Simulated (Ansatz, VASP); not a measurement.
# Cu: VASP beside Ansatz

```
CELL_PARAMETERS angstrom
0.00000 1.75327 1.86173
1.75327 0.00000 1.86173
1.75327 1.75327 0.00000
ATOMIC_POSITIONS crystal
Cu 0.00000 0.00000 0.00000
```

Change from the starting cell: strain -0.030 along x and y, +0.030 along z, atoms carried along.

Alike in both runs: task single point; functional PBEsol; k mesh 22 × 22 × 22; occupations gaussian, width 0.15 eV; no spin polarisation.

```csv
,VASP,Ansatz
version,VASP 6.6.1,Ansatz 0.2.0
potentials or method,"VASP PAW PBE potentials, release 64 (Cu), cutoff 520 eV","scalar-relativistic, plane waves, PAW"
valence electrons in the cell,11,19
```

|  | VASP | Ansatz | Ansatz less VASP |
| --- | --- | --- | --- |
| gap on the k mesh at the Fermi level (eV) | none | none | - |
| pressure (GPa) | -1.0 | -1.7 | -0.70 |
| traceless stress, the component that is largest in VASP (GPa) | -3.11 | -3.12 | -0.013 |

VASP's potentials were made for PBE, not for PBEsol. A gap of «none» marks a metal or a gap that the smearing closes. VASP's potentials hold 11 valence electrons a cell and Ansatz's 19, so a difference there can come from the potentials and not from the codes.
